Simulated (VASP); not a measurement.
Input of a VASP 6.6.1 run:

POSCAR

```
SnO2
1.0
    4.7648180450      0.0000000000      0.0000000000
    0.0000000000      4.7648180450      0.0000000000
    0.0000000000      0.0000000000      3.2074997700
Sn O
2 4
Direct
    0.5000000000      0.5000000000      0.5000000000
    0.0000000000      0.0000000000      0.0000000000
    0.1940277000      0.8059723000      0.5000000000
    0.8059723000      0.1940277000      0.5000000000
    0.3059723000      0.3059723000      0.0000000000
    0.6940277000      0.6940277000      0.0000000000
```

INCAR.step1

```
SYSTEM = SnO2
PREC     = Accurate       ! precision mode
ENCUT    = 520            ! plane-wave cutoff, eV
ISMEAR   = 0              ! smearing method
SIGMA    = 0.1            ! smearing width, eV
LREAL    = .False.        ! projectors in reciprocal space
LASPH    = .True.         ! aspherical terms in the spheres
NELM     = 60             ! most SCF steps
NBANDS   = 35             ! bands
GGA      = PE             ! functional
ALGO     = Normal         ! electronic algorithm
EDIFF    = 1E-4           ! SCF threshold, eV
LWAVE    = .True.         ! write WAVECAR
LCHARG   = .False.        ! write CHGCAR
```

Contents of INCAR.step2:

```
SYSTEM = SnO2
PREC     = Accurate       ! precision mode
ENCUT    = 520            ! plane-wave cutoff, eV
EDIFF    = 1E-7           ! SCF threshold, eV
ISMEAR   = 0              ! smearing method
SIGMA    = 0.1            ! smearing width, eV
LREAL    = .False.        ! projectors in reciprocal space
LASPH    = .True.         ! aspherical terms in the spheres
NELM     = 60             ! most SCF steps
ALGO     = Normal         ! electronic algorithm
ISIF     = 2              ! what is computed and relaxed
LWAVE    = .False.        ! write WAVECAR
LCHARG   = .True.         ! write CHGCAR
METAGGA  = R2SCAN         ! meta-GGA
LMIXTAU  = .True.       
LELF     = .True.         ! ELF
LVHAR    = .True.       
NBANDS   = 35             ! bands
ISTART   = 1
```

KPOINTS

```
regular mesh
0
Gamma
  4 4 6
  0 0 0
```

Potentials or basis: VASP PAW PBE potentials, release 64 (Sn_d, O).

Launch:

```bash
$ cat potpaw_PBE.64/Sn_d/POTCAR potpaw_PBE.64/O/POTCAR > POTCAR
$ cp INCAR.step1 INCAR
$ mpirun -np 1 vasp_std > vasp.out
$ cp INCAR.step2 INCAR
$ mpirun -np 1 vasp_std > vasp.out
```

Question: What does it give for the band gap on the k mesh?

Answer: 1.74 eV, direct.

Question: Predict the largest force.

Answer: 0.019 eV/Å.

Forces on the atoms (eV/Å):
```
Sn   0.000  0.000  0.000
Sn   0.000  0.000  0.000
O    0.013 -0.013  0.000
O   -0.013  0.013  0.000
O   -0.013 -0.013  0.000
O    0.013  0.013  0.000
```

Caveat: the PAW data sets were made with another functional, which shifts forces and pressure a little; spin-orbit coupling is left out, which moves the levels of the heavy elements. r2SCAN opens gaps a little over a GGA but as a rule still falls short of measured ones.
